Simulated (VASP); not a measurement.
# HPt3 in VASP: further runs, part 2 of 2

VASP 6.6.1. Earlier steps stand in the parts before.

## (3) Relaxation of the atoms, PBEsol

INCAR

```
PREC     = Accurate       # precision mode
ENCUT    = 520            # plane-wave cutoff, eV
EDIFF    = 1E-6           # SCF threshold, eV
ISMEAR   = 0              # smearing method
SIGMA    = 0.1            # smearing width, eV
LREAL    = False          # projectors in reciprocal space
LASPH    = True           # aspherical terms in the spheres
NELM     = 100            # most SCF steps
ALGO     = Fast           # electronic algorithm
ISIF     = 2              # what is computed and relaxed
LWAVE    = False          # write WAVECAR
LCHARG   = False          # write CHGCAR
LDIPOL   = True         
IDIPOL   = 3            
DIPOL    = 0.5 0.5 0.357
GGA      = PS             # functional
IBRION   = 2              # ionic algorithm
NSW      = 36             # ionic steps
EDIFFG   = -0.025         # ionic threshold
```

KPOINTS

```
Automatic mesh
0
Gamma
  12 12 1
```

POSCAR

```
HPt3
1.0
    2.7704873139      0.0000000000      0.0000000000
   -1.3852436569      2.3993123947      0.0000000000
    0.0000000000      0.0000000000     20.0517698534
Pt H
3 1
Selective dynamics
Direct
    0.6666666667      0.3333333333      0.1994836381  F F F
    0.3333333333      0.6666666667      0.3129860846  F F F
    0.0000000000      0.0000000000      0.4264845406  F F F
    0.0000000000      0.3333333333      0.4900530626  F F T
```

Potentials or basis: VASP PAW PBE potentials, release 64 (Pt, H).

Launch:

```sh
$ cat potpaw_PBE.64/Pt/POTCAR potpaw_PBE.64/H/POTCAR > POTCAR
$ mpirun -np 1 vasp_std > vasp.out
```

OUTCAR:

```text
PREC = Accurate
   ENCUT = 520
   EDIFF = 1E-6
   ISMEAR = 0
   LREAL = False
   LASPH = True
   NELM = 100
   ISIF = 2
   GGA = PS
   IBRION = 2
   NSW = 36
   EDIFFG = -0.025

 ion  position               nearest neighbor table
   1  0.667  0.333  0.199-   2 2.78   2 2.78   2 2.78
   2  0.333  0.667  0.313-   3 2.78   3 2.78   3 2.78   1 2.78   1 2.78   1 2.78
   3  0.000  0.000  0.426-   4 1.57   2 2.78   2 2.78   2 2.78
   4  0.000  0.333  0.490-   3 1.57

  LATTYP: Found a hexagonal cell.
 ALAT       =     2.7704873139
 C/A-ratio  =     7.2376327994

  Lattice vectors:

 A1 = (   2.7704873139,   0.0000000000,   0.0000000000)
 A2 = (  -1.3852436569,   2.3993123947,   0.0000000000)
 A3 = (   0.0000000000,   0.0000000000,  20.0517698534)

Analysis of symmetry for initial positions (statically):
=====================================================================
 Subroutine PRICEL returns:
 Original cell was already a primitive cell.

 Routine SETGRP: Setting up the symmetry group for a
 hexagonal supercell.

 Subroutine GETGRP returns: Found  1 space group operations
 (whereof  1 operations were pure point group operations)
 out of a pool of 24 trial point group operations.

The static configuration has the point symmetry C_1 .

Analysis of symmetry for dynamics (positions and initial velocities):
=====================================================================
 Subroutine PRICEL returns:
 Original cell was already a primitive cell.

 Routine SETGRP: Setting up the symmetry group for a
 hexagonal supercell.

 Subroutine GETGRP returns: Found  1 space group operations
 (whereof  1 operations were pure point group operations)
 out of a pool of 24 trial point group operations.

The dynamic configuration has the point symmetry C_1 .

Analysis of constrained symmetry for selective dynamics:
[... 151 lines left out ...]
  volume of cell :      133.29
 maximum number of plane-waves:      3614
 NGX is ok and might be reduce to    24
   NGX = 11   NGY = 11   NGZ = 75

 dipolmoment           0.000000      0.000000      0.013396 electrons x Angstroem

--------------------------------------- Ionic step        1  -------------------------------------------

 number of electron      31.0000004 magnetization

 Free energy of the ion-electron system (eV)
  ---------------------------------------------------
  ext. energy  EPLUGINS =         0.00000000
  ---------------------------------------------------
  free energy    TOTEN  =       -23.08291934 eV

  energy without entropy =      -23.05919551  energy(sigma->0) =      -23.07105742

------------------------ aborting loop because EDIFF is reached ----------------------------------------

  FORCE on cell =-STRESS in cart. coord.  units (eV):
  Direction    XX          YY          ZZ          XY          YZ          ZX
  --------------------------------------------------------------------------------------
  -------------------------------------------------------------------------------------
  Total       -3.5128575     -3.5597041      1.2792170      0.2249953      0.4615192     -0.2877152
  in kB      -42.2255621    -42.7886717     15.3765580      2.7045081      5.5475946     -3.4584197
  external PRESSURE =     -23.2125586 kB  Pullay stress =       0.0000000 kB
[... 101 lines left out ...]
--------------------------------------- Ionic step        4  -------------------------------------------

 number of electron      31.0000005 magnetization

 dipolmoment           0.000000      0.000000     -0.029788 electrons x Angstroem

 Free energy of the ion-electron system (eV)
  ---------------------------------------------------
  ext. energy  EPLUGINS =         0.00000000
  ---------------------------------------------------
  free energy    TOTEN  =       -23.08902442 eV

  energy without entropy =      -23.06453052  energy(sigma->0) =      -23.07677747

 E-fermi :   0.3265     XC(G=0):  -5.7162

 val. band max:        0.3225568042   @ k =   0.4167  -0.1667   0.0000
 cond. band min:       0.3513627920   @ k =   0.4167   0.4167   0.0000
 fundamental gap:      0.0288059878
 Fermi energy:         0.3264517553

 k-point     1 :       0.0000    0.0000    0.0000
  band No.  band energies     occupation
      1      -9.3890      2.00000
      2      -7.9106      2.00000
      3      -6.7844      2.00000
      4      -5.0715      2.00000
      5      -3.4967      2.00000
      6      -3.2951      2.00000
[... 505 lines left out ...]
      6      -4.0560      2.00000
[... 11 lines left out ...]
     18       0.9850      0.00000
     19       3.6360      0.00000

 [... further k-points ...]

------------------------ aborting loop because EDIFF is reached ----------------------------------------

 vacuum level on the upper side and lower side of the slab       (xc-potential included)        -0.459         0.384

  FORCE on cell =-STRESS in cart. coord.  units (eV):
  Direction    XX          YY          ZZ          XY          YZ          ZX
  --------------------------------------------------------------------------------------
  -------------------------------------------------------------------------------------
  Total       -3.6044467     -3.7255910      0.8071719      0.3277182      0.2347094     -0.1243372
  in kB      -43.3264907    -44.7826807      9.7024397      3.9392674      2.8212753     -1.4945696
  external PRESSURE =     -26.1355772 kB  Pullay stress =       0.0000000 kB
[... 19 lines left out ...]
  FREE ENERGIE OF THE ION-ELECTRON SYSTEM (eV)
  ---------------------------------------------------
  free  energy   TOTEN  =       -23.0890244233 eV

  energy  without entropy=      -23.0645305218  energy(sigma->0) =      -23.07677747

 reached required accuracy - stopping structural energy minimisation

 vacuum level on the upper side and lower side of the slab         5.253         6.133
```

OSZICAR:

```text
N       E                     dE             d eps       ncg     rms          rms(c)
DAV:   1     0.203059062773E+03    0.20306E+03   -0.13467E+04  2812   0.135E+03
DAV:   2    -0.129308645732E+02   -0.21599E+03   -0.20533E+03  3831   0.270E+02
[... 88 lines left out ...]
       N       E                     dE             d eps       ncg     rms          rms(c)
DAV:   1    -0.230890332167E+02   -0.41738E-03   -0.13074E-02  2812   0.739E-01    0.578E-02
RMM:   2    -0.230891089118E+02   -0.75695E-04   -0.11476E-04  2829   0.744E-02    0.822E-02
RMM:   3    -0.230890884753E+02    0.20436E-04   -0.80856E-05  2828   0.528E-02    0.834E-02
RMM:   4    -0.230890376940E+02    0.50781E-04   -0.31643E-05  2829   0.355E-02    0.392E-02
RMM:   5    -0.230890243449E+02    0.13349E-04   -0.10901E-05  2803   0.222E-02    0.375E-03
RMM:   6    -0.230890244233E+02   -0.78373E-07   -0.14259E-06  1624   0.689E-03
   4 F= -.23089024E+02 E0= -.23076777E+02  d E =-.610508E-02
```

CONTCAR:

```text
HPt3
   1.00000000000000
     2.7704873138999999    0.0000000000000000    0.0000000000000000
    -1.3852436569000000    2.3993123946999999    0.0000000000000000
     0.0000000000000000    0.0000000000000000   20.0517698533999997
  Pt              H
     3     1
Selective dynamics
Direct
     0.6666666667000030    0.3333333332999970    0.1994836380999985   F   F   F
     0.3333333332999970    0.6666666667000030    0.3129860845999985   F   F   F
     0.0000000000000000    0.0000000000000000    0.4264845406000006   F   F   F
     0.0000000000000000    0.3333333332999970    0.4913823969809519   F   F   T

  0.00000000E+00  0.00000000E+00  0.00000000E+00
  0.00000000E+00  0.00000000E+00  0.00000000E+00
  0.00000000E+00  0.00000000E+00  0.00000000E+00
  0.00000000E+00  0.00000000E+00  0.00000000E+00
```

It took 32 min on 1 thread of Oxide Virtual Turin-like, shared host; peak memory 0.37 GiB.

Results:

- Free energy: -23.0890 eV
- Energy gained by relaxing: 1.5 meV/atom
- Ionic steps: 4
- Band gap on the k mesh: zero (an odd number of electrons rules out a gap without spin polarisation)

Step by step:
```
step  energy change (eV)  largest force on free atoms (eV/Å)  pressure (GPa)
   1              0.0000                              0.3480           -2.32
   2             -0.0053                              0.1407           -2.50
   3             -0.0057                              0.1013           -2.54
   4             -0.0061                              0.0234           -2.61
```

Final structure:
```cif
data_structure
_symmetry_space_group_name_H-M 'P 1'
_symmetry_Int_Tables_number 1
_cell_length_a 2.7705
_cell_length_b 2.7705
_cell_length_c 20.0518
_cell_angle_alpha 90.000
_cell_angle_beta 90.000
_cell_angle_gamma 120.000
_cell_volume 133.29
loop_
_atom_site_label
_atom_site_type_symbol
_atom_site_fract_x
_atom_site_fract_y
_atom_site_fract_z
_atom_site_occupancy
Pt1 Pt 0.66667 0.33333 0.19948 1
Pt2 Pt 0.33333 0.66667 0.31299 1
Pt3 Pt 0.00000 0.00000 0.42648 1
H1 H 0.00000 0.33333 0.49138 1
```

Caveat: the PAW data sets were made with another functional, which shifts forces and pressure a little; spin-orbit coupling is left out, which moves the levels of the heavy elements.
